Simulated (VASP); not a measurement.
# AlN (P6_3mc) in VASP: a series of runs

The runs below take AlN through dielectric tensor, with r2SCAN.

Program: VASP 6.6.1. These are calculated values, not measurements. Logs are shortened: lines on timing, memory, paths and dates and some standing lists are left out, and cuts for length are marked.

**1. The cell of the first run**

The structure is hexagonal, space group P6_3mc (No. 186). Conventional cell: a = 3.107 Å, b = 3.107 Å, c = 4.779 Å, α = 90.00°, β = 90.00°, γ = 120.00°. Al (site symmetry 3m) has 4 N at 1.87 Å within 2.5 Å. Within 2.5 Å of N (site symmetry 3m) lie 4 Al at 1.87 Å.

**2. Dielectric tensor, r2SCAN (uniaxial z strain -4.0%)**

INCAR reads:

```
ALGO     = Normal         # electronic algorithm
EDIFF    = 1E-8           # SCF threshold, eV
ENCUT    = 520            # plane-wave cutoff, eV
ISIF     = 2              # what is computed and relaxed
ISMEAR   = 0              # smearing method
LASPH    = T              # aspherical terms in the spheres
LCALCEPS = T            
LCHARG   = F              # write CHGCAR
LMIXTAU  = T            
LREAL    = F              # projectors in reciprocal space
LWAVE    = F              # write WAVECAR
METAGGA  = R2SCAN         # meta-GGA
NELM     = 100            # most SCF steps
PREC     = Accurate       # precision mode
SIGMA    = 0.01           # smearing width, eV
```

KPOINTS reads:

```
k-points
0
Gamma
  9 9 4
```

POSCAR reads:

```
AlN
1.0
    3.1066937602      0.0000000000      0.0000000000
   -1.5533468801      2.6904757181      0.0000000000
    0.0000000000      0.0000000000      4.7794478898
Al N
2 2
Direct
    0.3333333333      0.6666666667     -0.0079139679
    0.6666666667      0.3333333333      0.4920860321
    0.3333333333      0.6666666667      0.3829139679
    0.6666666667      0.3333333333      0.8829139679
```

Potentials or basis: VASP PAW PBE potentials, release 64 (Al, N).

The run is started by

```bash
$ cat potpaw_PBE.64/Al/POTCAR potpaw_PBE.64/N/POTCAR > POTCAR
$ mpirun -np 1 vasp_std > vasp.out
```

OUTCAR:

```text
EDIFF = 1E-8
   ENCUT = 520
   ISIF = 2
   ISMEAR = 0
   LASPH = T
   LREAL = F
   METAGGA = R2SCAN
   NELM = 100
   PREC = Accurate

 ion  position               nearest neighbor table
   1  0.333  0.667  0.992-   3 1.87   4 1.87   4 1.87   4 1.87   2 2.99   2 2.99   2 2.99   2 2.99
                             2 2.99   2 2.99
   2  0.667  0.333  0.492-   4 1.87   3 1.87   3 1.87   3 1.87   1 2.99   1 2.99   1 2.99   1 2.99
                             1 2.99   1 2.99
   3  0.333  0.667  0.383-   1 1.87   2 1.87   2 1.87   2 1.87
   4  0.667  0.333  0.883-   2 1.87   1 1.87   1 1.87   1 1.87

  LATTYP: Found a hexagonal cell.
 ALAT       =     3.1066937602
 C/A-ratio  =     1.5384354747

  Lattice vectors:

 A1 = (   3.1066937602,   0.0000000000,   0.0000000000)
 A2 = (  -1.5533468801,   2.6904757181,   0.0000000000)
 A3 = (   0.0000000000,   0.0000000000,   4.7794478898)

Analysis of symmetry for initial positions (statically):
=====================================================================
 Subroutine PRICEL returns:
 Original cell was already a primitive cell.

 Routine SETGRP: Setting up the symmetry group for a
 hexagonal supercell.

 Subroutine GETGRP returns: Found 12 space group operations
 (whereof  6 operations were pure point group operations)
 out of a pool of 24 trial point group operations.

The static configuration has the point symmetry C_3v.
 The point group associated with its full space group is C_6v.

Analysis of symmetry for dynamics (positions and initial velocities):
=====================================================================
 Subroutine PRICEL returns:
 Original cell was already a primitive cell.

 Routine SETGRP: Setting up the symmetry group for a
 hexagonal supercell.

 Subroutine GETGRP returns: Found 12 space group operations
 (whereof  6 operations were pure point group operations)
 out of a pool of 24 trial point group operations.

The dynamic configuration has the point symmetry C_3v.
 The point group associated with its full space group is C_6v.

 Subroutine INISYM returns: Found 12 space group operations
 (whereof  6 operations are pure point group operations),
 and found     1 'primitive' translations

----------------------------------------------------------------------------------------

                                     Primitive cell

  volume of cell :      39.9489

  direct lattice vectors                    reciprocal lattice vectors
     3.106693760  0.000000000  0.000000000     0.321885605  0.185840741  0.000000000
    -1.553346880  2.690475718  0.000000000     0.000000000  0.371681481  0.000000000
     0.000000000  0.000000000  4.779447890     0.000000000  0.000000000  0.209229188

  length of vectors
     3.106693760  3.106693760  4.779447890     0.371681481  0.371681481  0.209229188

  position of ions in fractional coordinates (direct lattice)
     0.333333333  0.666666667  0.992086032
     0.666666667  0.333333333  0.492086032
     0.333333333  0.666666667  0.382913968
     0.666666667  0.333333333  0.882913968

  ion indices of the primitive-cell ions
   primitive index   ion index
                 1           1
                 2           2
                 3           3
                 4           4

----------------------------------------------------------------------------------------

 KPOINTS: k-points

Automatic generation of k-mesh.
 Grid dimensions read from file:
 generate k-points for:    9    9    4

 Generating k-lattice:

  Cartesian coordinates                     Fractional coordinates (reciprocal lattice)
     0.035765067  0.020648971  0.000000000     0.111111111  0.000000000  0.000000000
     0.000000000  0.041297942  0.000000000     0.000000000  0.111111111  0.000000000
     0.000000000  0.000000000  0.052307297     0.000000000  0.000000000  0.250000000

  Length of vectors
     0.041297942  0.041297942  0.052307297

  Shift w.r.t. Gamma in fractional coordinates (k-lattice)
     0.000000000  0.000000000  0.000000000

 Subroutine IBZKPT returns following result:
[... 54 lines left out ...]
   NFREE  =      0    steps in history (QN), initial steepest desc. (CG)
   ISIF   =      2    stress and relaxation
   ISYM   =      2    0-nonsym 1-usesym 2-fastsym
   POTIM  = 0.5000    time-step for ionic-motion
   TEBEG  =    0.0;   TEEND  =   0.0 temperature during run
   PSTRESS=    0.0 pullay stress
   NELECT =      16.0000    total number of electrons
   NUPDOWN=      -1.0000    fix difference up-down
   EMIN   =  10.00;   EMAX   =-10.00  energy-range for DOS
   EFERMI =   0.00;   METHOD = LEGACY
   ISMEAR =     0;   SIGMA  =   0.01  broadening in eV -4-tet -1-fermi 0-gaus
   EFERMI_NEDOS =   21; number of points for ismear=-14 and -15
   IALGO  =     38    algorithm
   IMIX   =      4    mixing-type and parameters
     AMIX     =   0.40;   BMIX     =  1.00
     AMIX_MAG =   1.60;   BMIX_MAG =  1.00
  volume/ion in A,a.u.               =       9.99        67.40
  Fermi-wavevector in a.u.,A,eV,Ry     =   1.206738  2.280405 19.813037  1.456217
  Thomas-Fermi vector in A             =   2.342397
   LORBIT       =      0    0 simple, 1 ext, 2 COOP (PROOUT), +10 PAW based schemes
   METAGGA = R2SCAN    functional components
   LHFCALC =     F    Hartree Fock is set to
   AEXX    =    0.0000 exact exchange contribution
   IVDW    =     0    specifies the selected vdW correction
   LEPSILON=     F    determine dielectric tensor
   LRPA    =     F    only Hartree local field effects (RPA)
   LRPA       =     F
 non-spin polarized calculation
 Gauss-broadening in eV      SIGMA  =   0.01
  energy-cutoff  :      520.00
  volume of cell :       39.95
 maximum number of plane-waves:      1091
 NGX is ok and might be reduce to    24
   NGX = 11   NGY = 11   NGZ = 17

 Total electronic dipole moment: p[elc]=(    -0.00000     0.00000    -0.58148 ) |e| Angst

 number of electron      16.0000000 magnetization

 Free energy of the ion-electron system (eV)
  ---------------------------------------------------
  ext. energy  EPLUGINS =         0.00000000
  ---------------------------------------------------
  free energy    TOTEN  =       -38.37382037 eV

  energy without entropy =      -38.37382037  energy(sigma->0) =      -38.37382037

 E-fermi :   6.6514     XC(G=0): -11.6073

 val. band max:        6.6090730738   @ k =   0.0000   0.0000   0.0000
 cond. band min:   10000.0000000000   @ k =   0.0000   0.0000   0.0000
 fundamental gap:   9993.3909269262
 Fermi energy:         6.6514278996

 k-point     1 :       0.0000    0.0000    0.0000
  band No.  band energies     occupation
      1      -9.9196      2.00000
      2      -7.4800      2.00000
      3       0.2096      2.00000
      4       5.1870      2.00000
      5       5.1870      2.00000
      6       5.9873      2.00000
      7       5.9873      2.00000
      8       6.6091      2.00000
      9   10000.0000      0.00000
     10   10000.0000      0.00000
     11   10000.0000      0.00000
     12   10000.0000      0.00000
[... 331 lines left out ...]
 k-point    24 :       0.3333    0.3333    0.2500
  band No.  band energies     occupation
      1      -7.3094      2.00000
      2      -7.3094      2.00000
      3       1.4524      2.00000
      4       1.6923      2.00000
      5       1.6923      2.00000
      6       3.2894      2.00000
      7       4.9476      2.00000
      8       4.9476      2.00000
      9   10000.0000      0.00000
     10   10000.0000      0.00000
     11   10000.0000      0.00000
     12   10000.0000      0.00000

 [... further k-points ...]

------------------------ aborting loop because EDIFF is reached ----------------------------------------

            Ionic dipole moment: p[ion]=(     0.00000     0.00000    13.29478 ) |e| Angst

 Total electronic dipole moment: p[elc]=(    -0.00000    -0.00000    -0.57430 ) |e| Angst

 MACROSCOPIC STATIC DIELECTRIC TENSOR (including local field effects)
 ------------------------------------------------------
           4.072104    -0.000000     0.000000
           0.000000     4.072104     0.000000
           0.000000     0.000000     4.249524
 ------------------------------------------------------

 PIEZOELECTRIC TENSOR (including local field effects) (e Angst)
          XX          YY          ZZ          XY          YZ          ZX
  --------------------------------------------------------------------------------
  x     0.00000     0.00000     0.00000    -0.00000     0.00000     0.76895
  y     0.00000     0.00000    -0.00000     0.00000     0.76894     0.00000
  z     0.51144     0.51144    -0.45949     0.00000     0.00000     0.00000

 PIEZOELECTRIC TENSOR (including local field effects) (C/m^2)
          XX          YY          ZZ          XY          YZ          ZX
  --------------------------------------------------------------------------------
  x     0.00000     0.00000     0.00000    -0.00000     0.00000     0.30839
  y     0.00000     0.00000    -0.00000     0.00000     0.30839     0.00000
  z     0.20511     0.20511    -0.18428     0.00000     0.00000     0.00000

 BORN EFFECTIVE CHARGES (including local field effects) (in |e|, cummulative output)
 ---------------------------------------------------------------------------------
 ion    1
    1     2.49232     0.00000     0.00000
    2     0.00000     2.49232     0.00000
    3     0.00000    -0.00000     2.69640
 ion    2
    1     2.49232    -0.00000     0.00000
    2     0.00000     2.49232     0.00000
    3     0.00000     0.00000     2.69640
 ion    3
    1    -2.49232    -0.00000     0.00000
    2    -0.00000    -2.49232     0.00000
    3    -0.00000    -0.00000    -2.69640
 ion    4
    1    -2.49232    -0.00000     0.00000
    2     0.00000    -2.49232     0.00000
    3     0.00000     0.00000    -2.69640

  FORCE on cell =-STRESS in cart. coord.  units (eV):
  Direction    XX          YY          ZZ          XY          YZ          ZX
  --------------------------------------------------------------------------------------
  -------------------------------------------------------------------------------------
  Total        1.2034342      1.2034342      3.6524995      0.0000000      0.0000000      0.0000000
  in kB       48.2644858     48.2644858    146.4857874      0.0000000      0.0000000      0.0000000
  external PRESSURE =      81.0049197 kB  Pullay stress =       0.0000000 kB

 VOLUME and BASIS-vectors are now :
 -----------------------------------------------------------------------------
  energy-cutoff  :      520.00
  volume of cell :       39.95
      direct lattice vectors                 reciprocal lattice vectors
     3.106693760  0.000000000  0.000000000     0.321885605  0.185840741  0.000000000
    -1.553346880  2.690475718  0.000000000     0.000000000  0.371681481  0.000000000
     0.000000000  0.000000000  4.779447890     0.000000000  0.000000000  0.209229188

 POSITION                                       TOTAL-FORCE (eV/Angst)
 -----------------------------------------------------------------------------------
     -0.00000      1.79365      4.74162        -0.000000      0.000000      0.000119
      1.55335      0.89683      2.35190         0.000000     -0.000000      0.000119
     -0.00000      1.79365      1.83012        -0.000000      0.000000     -0.000119
      1.55335      0.89683      4.21984         0.000000      0.000000     -0.000119
 -----------------------------------------------------------------------------------
    total drift:                               -0.000000      0.000000      0.010574

  FREE ENERGIE OF THE ION-ELECTRON SYSTEM (eV)
  ---------------------------------------------------
  free  energy   TOTEN  =       -38.3738203727 eV

  energy  without entropy=      -38.3738203727  energy(sigma->0) =      -38.37382037
```

Wall time 12 min (1 thread of Intel Xeon 6975P-C (Granite Rapids), shared host); peak memory 0.41 GiB.

What came out:

```yaml
Band_gap_on_the_k_mesh: 5.03 eV, direct
Electronic_dielectric_tensor_diagonal: 4.07, 4.07, 4.25
Born_charges_mean_of_the_diagonal: Al +2.56; N -2.56 e
```

Levels at points of the mesh, in eV from the valence-band top:
```csv
k point,band 4,band 5,band 6,band 7,band 8,band 9,band 10,band 11,band 12
"(0.00, 0.00, 0.00)",-1.42,-1.42,-0.62,-0.62,0.00,5.03,7.27,11.65,11.65
"(0.00, 0.00, 0.50)",-3.50,-1.03,-1.03,-1.03,-1.03,7.24,7.24,11.58,11.58
```

Electronic dielectric tensor:
```
4.07 0.00 0.00
0.00 4.07 0.00
0.00 0.00 4.25
```

Born effective charge tensors (e):
atom 1, Al
```
2.49 0.00 0.00
0.00 2.49 0.00
0.00 0.00 2.70
```
atom 2, Al
```
2.49 0.00 0.00
0.00 2.49 0.00
0.00 0.00 2.70
```
atom 3, N
```
-2.49  0.00  0.00
 0.00 -2.49  0.00
 0.00  0.00 -2.70
```
atom 4, N
```
-2.49  0.00  0.00
 0.00 -2.49  0.00
 0.00  0.00 -2.70
```

Dipole moments of the cell (e·Å, modulo the quantum): ionic 0.000, 0.000, 13.295; electronic 0.000, 0.000, -0.574

Caveat: the cell differs from its parent crystal (uniaxial z strain -4.0%); the PAW data sets were made with another functional, which shifts forces and pressure a little.

**3. Dielectric tensor, r2SCAN (uniaxial z strain -3.0%)**

INCAR reads:

```
  ALGO = Normal
  EDIFF = 1E-8
  ENCUT = 520
  ISIF = 2
  ISMEAR = 0
  LASPH = T
  LCALCEPS = T
  LCHARG = F
  LMIXTAU = T
  LREAL = F
  LWAVE = F
  METAGGA = R2SCAN
  NELM = 60
  PREC = Accurate
  SIGMA = 0.01
```

KPOINTS is that of step 2.

POSCAR reads:

```
AlN
1.0
    3.1066937602      0.0000000000      0.0000000000
   -1.5533468801      2.6904757181      0.0000000000
    0.0000000000      0.0000000000      4.8292338054
Al N
2 2
Direct
    0.3333333333      0.6666666667     -0.0065832943
    0.6666666667      0.3333333333      0.4934167057
    0.3333333333      0.6666666667      0.3815832943
    0.6666666667      0.3333333333      0.8815832943
```

Potentials or basis: VASP PAW PBE potentials, release 64 (Al, N).

The run is started by

```bash
$ cat potpaw_PBE.64/Al/POTCAR potpaw_PBE.64/N/POTCAR > POTCAR
$ mpirun -np 1 vasp_std > vasp.out
```

OUTCAR:

```text
EDIFF = 1E-8
   ENCUT = 520
   ISIF = 2
   ISMEAR = 0
   LASPH = T
   LREAL = F
   METAGGA = R2SCAN
   NELM = 60
   PREC = Accurate

 ion  position               nearest neighbor table
   1  0.333  0.667  0.993-   4 1.87   4 1.87   4 1.87   3 1.87   2 3.01   2 3.01   2 3.01   2 3.01
                             2 3.01   2 3.01
   2  0.667  0.333  0.493-   3 1.87   3 1.87   3 1.87   4 1.87   1 3.01   1 3.01   1 3.01   1 3.01
                             1 3.01   1 3.01
[... 613 lines left out ...]
  Direction    XX          YY          ZZ          XY          YZ          ZX
  --------------------------------------------------------------------------------------
  -------------------------------------------------------------------------------------
  Total        0.8331767      0.8331767      2.7787615      0.0000000      0.0000000      0.0000000
  in kB       33.0705890     33.0705890    110.2950707      0.0000000      0.0000000      0.0000000
  external PRESSURE =      58.8120829 kB  Pullay stress =       0.0000000 kB

 VOLUME and BASIS-vectors are now :
 -----------------------------------------------------------------------------
  energy-cutoff  :      520.00
  volume of cell :       40.37
      direct lattice vectors                 reciprocal lattice vectors
     3.106693760  0.000000000  0.000000000     0.321885605  0.185840741  0.000000000
    -1.553346880  2.690475718  0.000000000     0.000000000  0.371681481  0.000000000
     0.000000000  0.000000000  4.829233805     0.000000000  0.000000000  0.207072186

 POSITION                                       TOTAL-FORCE (eV/Angst)
 -----------------------------------------------------------------------------------
     -0.00000      1.79365      4.79744        -0.000000      0.000000      0.000242
      1.55335      0.89683      2.38282         0.000000      0.000000      0.000242
     -0.00000      1.79365      1.84275        -0.000000     -0.000000     -0.000242
      1.55335      0.89683      4.25737        -0.000000      0.000000     -0.000242
 -----------------------------------------------------------------------------------
    total drift:                               -0.000000      0.000000      0.008854

  FREE ENERGIE OF THE ION-ELECTRON SYSTEM (eV)
  ---------------------------------------------------
  free  energy   TOTEN  =       -38.4085782470 eV

  energy  without entropy=      -38.4085782470  energy(sigma->0) =      -38.40857825
```

It took 11 min on 1 thread of Intel Xeon 6975P-C (Granite Rapids), shared host; peak memory 0.41 GiB.

What came out:

```
Band gap on the k mesh                  : 5.01 eV, direct
Electronic dielectric tensor (diagonal) : 4.08, 4.08, 4.26
Born charges (mean of the diagonal)     : Al +2.56; N -2.56 e
```

Electronic dielectric tensor:
```
4.08 0.00 0.00
0.00 4.08 0.00
0.00 0.00 4.26
```

Born effective charge tensors (e):
atom 1, Al
```
2.49 0.00 0.00
0.00 2.49 0.00
0.00 0.00 2.68
```
atom 2, Al
```
2.49 0.00 0.00
0.00 2.49 0.00
0.00 0.00 2.68
```
atom 3, N
```
-2.49  0.00  0.00
 0.00 -2.49  0.00
 0.00  0.00 -2.68
```
atom 4, N
```
-2.49  0.00  0.00
 0.00 -2.49  0.00
 0.00  0.00 -2.68
```

Dipole moments of the cell (e·Å, modulo the quantum): ionic 0.000, 0.000, 13.408; electronic 0.000, 0.000, -0.491

Caveat: the cell differs from its parent crystal (uniaxial z strain -3.0%); the PAW data sets were made with another functional, which shifts forces and pressure a little.
